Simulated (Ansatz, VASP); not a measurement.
## One calculation of Ir, two programs

The input INCAR:

```
SYSTEM = Ir
ALGO = Normal
EDIFF = 1E-7
ENCUT = 520
GGA = PE
ISIF = 2
ISMEAR = 0
LASPH = .TRUE.
LCHARG = .TRUE.
LELF = .TRUE.
LREAL = .FALSE.
LVHAR = .TRUE.
LWAVE = .FALSE.
NBANDS = 16
NELM = 100
PREC = Accurate
SIGMA = 0.15
```

File KPOINTS:

```
k-points
0
G
  18 18 12
  0 0 0
```

The input POSCAR:

```
Ir
1.0
    2.9714881261      0.0000000000      0.0000000000
   -1.4857440631      2.5733842043      0.0000000000
    0.0000000000      0.0000000000      4.2837984000
Ir
2
Direct
    0.6666666667      0.3333333333      0.7500000000
    0.3333333333      0.6666666667      0.2500000000
```

Input for Ansatz:

```yaml
crystal:
  lattice:
    - [2.9714881261, 0.0, 0.0]
    - [-1.4857440631, 2.5733842043, 0.0]
    - [0.0, 0.0, 4.2837984]
  atoms:
    - { symbol: Ir, position: [0.6666666667, 0.3333333333, 0.75] }
    - { symbol: Ir, position: [0.3333333333, 0.6666666667, 0.25] }
basis:
  ecutwfc: 420
kpoints:
  mp_grid: { grid: [18, 18, 12] }
hamiltonian:
  xc: pbe
scf:
  occupations: { method: gaussian, width: 0.15 }
output:
  forces: true
  stress: true
  eigenvalues: true
```

Change from the starting cell: strain +0.080 along x and y, -0.040 along z, atoms carried along.

Alike in both runs: task single point; functional PBE; k mesh 18 × 18 × 12; occupations gaussian, width 0.15 eV; no spin polarisation.

```csv
,VASP,Ansatz
version,VASP 6.6.1,Ansatz 0.2.0
potentials or method,"VASP PAW PBE potentials, release 64 (Ir), cutoff 520 eV","scalar-relativistic, plane waves, PAW"
valence electrons in the cell,18,34
```

Ansatz gave:

- gap on the k mesh at the Fermi level (eV): none
- pressure (GPa): -25.7
- traceless stress, the component that is largest in VASP (GPa): 11.77

**Question.** What did VASP give for the same quantities?

**Answer.** gap on the k mesh at the Fermi level (eV): none; pressure (GPa): -25.4; traceless stress, the component that is largest in VASP (GPa): 11.73.

A gap of «none» marks a metal or a gap that the smearing closes. With one functional, cell and mesh, what is left measures potentials, basis and numerics. VASP's potentials hold 18 valence electrons a cell and Ansatz's 34, so a difference there can come from the potentials and not from the codes.

Neither program's run includes spin-orbit coupling.
